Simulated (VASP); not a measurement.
BP4, 5 atoms in the cell. Symmetry: P-6m2, No. 187, hexagonal system. Conventional cell: a = 3.195 Å, b = 3.195 Å, c = 10.220 Å, α = 90.00°, β = 90.00°, γ = 120.00°. B (site symmetry -6m2) has 3 P at 1.84 Å within 2.4 Å. P (site symmetry 3m) has 10 P at 2.39 to 3.20 Å within 3.2 Å. P (site symmetry -6m2) has 3 B at 1.84 Å within 2.4 Å. P (site symmetry -6m2) has 12 P at 2.39 to 3.20 Å within 3.2 Å. The cell was built from a structure type or drawn by symmetry, and may not be a known phase.

```yaml
Program: VASP 6.6.1
Task: single point
Functional: PBE
Potentials_or_basis: VASP PAW PBE potentials, release 64 (B, P)
Cutoff: 520 eV
k_mesh: 6 × 6 × 2
Occupations: gaussian, width 0.1 eV
Spin: no spin polarisation
Dipole_correction: no
Further_INCAR_settings: ALGO = Normal; EDIFF = 1e-06; NBANDS = 20
```

Potentials or basis: VASP PAW PBE potentials, release 64 (B, P).

The run is started by

```bash
$ cat potpaw_PBE.64/B/POTCAR potpaw_PBE.64/P/POTCAR > POTCAR
$ mpirun -np 1 vasp_std > vasp.out
```

Hardware: 1 thread of Intel(R) Xeon(R) Platinum 8488C (Sapphire Rapids), with other jobs on the host.

**Question.** How long does it take, and how much memory?

**Answer.** Wall time 14 s on 1 thread of Intel(R) Xeon(R) Platinum 8488C (Sapphire Rapids) (shared host), peak memory 0.2 GiB. Counts: scf iterations 14, k points 14.
